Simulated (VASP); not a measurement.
A run of VASP 6.6.1 is set up as follows.

File INCAR:

```
SYSTEM = Bi
PREC     = Accurate       ! precision mode
ENCUT    = 500            ! plane-wave cutoff, eV
EDIFF    = 1E-6           ! SCF threshold, eV
ISMEAR   = -1             ! smearing method
SIGMA    = 0.3            ! smearing width, eV
LREAL    = .FALSE.        ! projectors in reciprocal space
LASPH    = .TRUE.         ! aspherical terms in the spheres
NELM     = 120            ! most SCF steps
ALGO     = Normal         ! electronic algorithm
ISIF     = 2              ! what is computed and relaxed
LWAVE    = .FALSE.        ! write WAVECAR
LCHARG   = .FALSE.        ! write CHGCAR
NBANDS   = 14             ! bands
GGA_COMPAT= .FALSE.
```

File KPOINTS:

```
regular mesh
0
G
  5 5 5
  0 0 0
```

POSCAR

```
Bi
1.0
    0.0000000000      3.8490170000      3.8490170000
    3.8490170000      0.0000000000      3.8490170000
    3.8490170000      3.8490170000      0.0000000000
Bi
1
Direct
    0.5000000000      0.5000000000      0.5000000000
```

Potentials or basis: VASP PAW LDA potentials, release 64 (Bi_d).

Run with:

```console
$ cat potpaw_LDA.64/Bi_d/POTCAR > POTCAR
$ mpirun -np 1 vasp_std > vasp.out
```

Q: Estimate the pressure.

A: -1.8 GPa.

Q: What does it give for the band gap on the k mesh?

A: Zero (an odd number of electrons rules out a gap without spin polarisation).

Caveat: so wide a smearing shifts energies and pressures; the atoms stand far beyond bonding distance; spin-orbit coupling is left out, which moves the levels of the heavy elements.
